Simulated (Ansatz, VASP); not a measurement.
## Two plane-wave programs on Mg3Te2

```
Mg Te
1.0
     4.36333    0.00000    0.00000
     0.00000    4.36333    0.00000
     0.00000    0.00000   11.46066
Mg Te
3 2
Cartesian
  2.1817 2.1817 2.8683
  2.1817 2.1817 8.5924
  2.1817 2.1817 5.7303
  2.1817 2.1817 0.0000
  0.0000 0.0000 0.0000
```

Alike in both runs: functional PBE; k mesh 4 × 4 × 2; occupations gaussian, width 0.1 eV; no spin polarisation.

Ansatz relaxed the structure, and its values are those at the end. VASP's run is a single point on that final structure, the one shown.

```csv
,VASP,Ansatz
version,VASP 6.6.1,Ansatz 0.2.0
potentials or method,"VASP PAW PBE potentials, release 64 (Mg, Te), cutoff 520 eV","scalar-relativistic, plane waves, PAW"
valence electrons in the cell,18,62
```

Ansatz gave:

```
gap on the k mesh at the Fermi level (eV) : none
pressure (GPa)                            : 0.0
rms of the force components (eV/Å)        : 0.009
```

Question: Which values does VASP return?

Answer: gap on the k mesh at the Fermi level (eV): none; pressure (GPa): 0.0; rms of the force components (eV/Å): 0.011.

A gap of «none» marks a metal or a gap that the smearing closes. VASP's potentials hold 18 valence electrons a cell and Ansatz's 62, so a difference there can come from the potentials and not from the codes.

Spin-orbit coupling is off throughout.
